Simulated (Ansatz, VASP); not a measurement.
# One calculation of Al2Cu, two programs

INCAR

```
SYSTEM = Al2Cu
PREC = Accurate
ENCUT = 520
EDIFF = 1E-6
ISMEAR = 0
SIGMA = 0.15
LREAL = .False.
LASPH = .True.
NELM = 60
ALGO = Fast
ISIF = 2
LWAVE = .False.
LCHARG = .False.
GGA = PE
NBANDS = 16
```

File KPOINTS:

```
Automatic mesh
0
Gamma
  16 16 16
  0 0 0
```

The input POSCAR:

```
Al2Cu
1.0
   -2.0446280232      2.0446280232      2.7466697569
    2.0446280232     -2.0446280232      2.7466697569
    2.0446280232      2.0446280232     -2.7466697569
Al Cu
2 1
Direct
    0.7500000000      0.2500000000      0.5000000000
    0.2500000000      0.7500000000      0.5000000000
    0.5000000000      0.5000000000      0.0000000000
```

Input for Ansatz:

```yaml
crystal:
  lattice:
    - [-2.0446280232, 2.0446280232, 2.7466697569]
    - [2.0446280232, -2.0446280232, 2.7466697569]
    - [2.0446280232, 2.0446280232, -2.7466697569]
  atoms:
    - { symbol: Al, position: [0.75, 0.25, 0.5] }
    - { symbol: Al, position: [0.25, 0.75, 0.5] }
    - { symbol: Cu, position: [0.5, 0.5, 0.0] }
basis:
  ecutwfc: 420
kpoints:
  mp_grid: { grid: [16, 16, 16] }
hamiltonian:
  xc: pbe
scf:
  occupations: { method: gaussian, width: 0.15 }
output:
  forces: true
  stress: true
  eigenvalues: true
```

Change from the starting cell: strain -0.0500 x Voigt [0, 0, 1, 0, 0, 0], atoms carried along.

Alike in both runs: task single point; functional PBE; k mesh 16 × 16 × 16; occupations gaussian, width 0.15 eV; no spin polarisation.

|  | VASP | Ansatz |
| --- | --- | --- |
| version | VASP 6.6.1 | Ansatz 0.2.0 |
| potentials or method | VASP PAW PBE potentials, release 64 (Al, Cu), cutoff 520 eV | scalar-relativistic, plane waves, PAW |
| valence electrons in the cell | 17 | 25 |

|  | VASP | Ansatz | Ansatz less VASP |
| --- | --- | --- | --- |
| gap on the k mesh at the Fermi level (eV) | none | none | - |
| pressure (GPa) | 5.7 | 5.7 | -0.02 |
| traceless stress, the component that is largest in VASP (GPa) | 4.03 | 4.06 | +0.024 |

A gap of «none» marks a metal or a gap that the smearing closes. VASP's potentials hold 17 valence electrons a cell and Ansatz's 25, so a difference there can come from the potentials and not from the codes.
